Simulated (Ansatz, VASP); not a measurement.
**One calculation of MgB, two programs**

```
CELL_PARAMETERS angstrom
3.06047 0.00000 0.00000
-1.53023 2.65044 0.00000
0.00000 0.00000 6.76662
ATOMIC_POSITIONS crystal
Mg 0.33333 0.66667 0.69273
Mg 0.66667 0.33333 0.30727
B 0.66667 0.33333 0.97575
B 0.33333 0.66667 0.02425
```

Alike in both runs: functional PBE; k mesh 6 × 6 × 4; occupations gaussian, width 0.1 eV; no spin polarisation.

Ansatz relaxed the structure, and its values are those at the end. VASP's run is a single point on that final structure, the one shown.

|  | VASP | Ansatz |
| --- | --- | --- |
| version | VASP 6.6.1 | Ansatz 0.2.0 |
| potentials or method | VASP PAW PBE potentials, release 64 (Mg, B), cutoff 600 eV | scalar-relativistic, plane waves, PAW |
| valence electrons in the cell | 10 | 26 |

VASP gave:

- gap on the k mesh at the Fermi level (eV): none
- pressure (GPa): -0.1
- rms of the force components (eV/Å): 0.011

What did Ansatz give for the same quantities?

gap on the k mesh at the Fermi level (eV): none; pressure (GPa): 0.0; rms of the force components (eV/Å): 0.008.

A gap of «none» marks a metal or a gap that the smearing closes. VASP's potentials hold 10 valence electrons a cell and Ansatz's 26, so a difference there can come from the potentials and not from the codes.

The k mesh is coarse, so the values compare programs but aren't converged.
